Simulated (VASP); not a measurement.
Runs of VASP 6.6.1 on AlP7. The structure is that of space group P-43m (No. 215), or close to it. The cells are those of the table. 

```tsv
task	cell	k mesh	cutoff (eV)	gap on the mesh (eV)	pressure (GPa)	relaxed volume (Å³/atom)	largest force (eV/Å)
single point	a = 5.422 Å, 8 atoms	8 × 8 × 8	520	none	-0.1	-	0.01
relaxation of cell and atoms	relaxed from a = 5.872 Å, 8 atoms	4 × 4 × 4	600	none	-0.3	(b)	0.03
relaxation of cell and atoms	relaxed from a = 5.431 Å, 8 atoms	8 × 8 × 8	600	none	0.0	19.88	-
single point	a = 5.431 Å, 8 atoms	4 × 4 × 4	520	none	-0.1	-	0.04
single point	a = 5.872 Å, 8 atoms	4 × 4 × 4	520	none	-8.3	-	(a)
```

Alike in all rows: level PBE; potentials or basis VASP PAW PBE potentials, release 64 (Al, P); no spin polarisation; smearing gaussian 0.1 eV.

Problem. Estimate the missing entries.

Solution. (a) 0.14; (b) 20.08.

Caveats: the volume moved by over 15 % at a fixed basis, so the end points are rough (some runs).

A gap of «none» marks levels without a gap at the run's occupations.
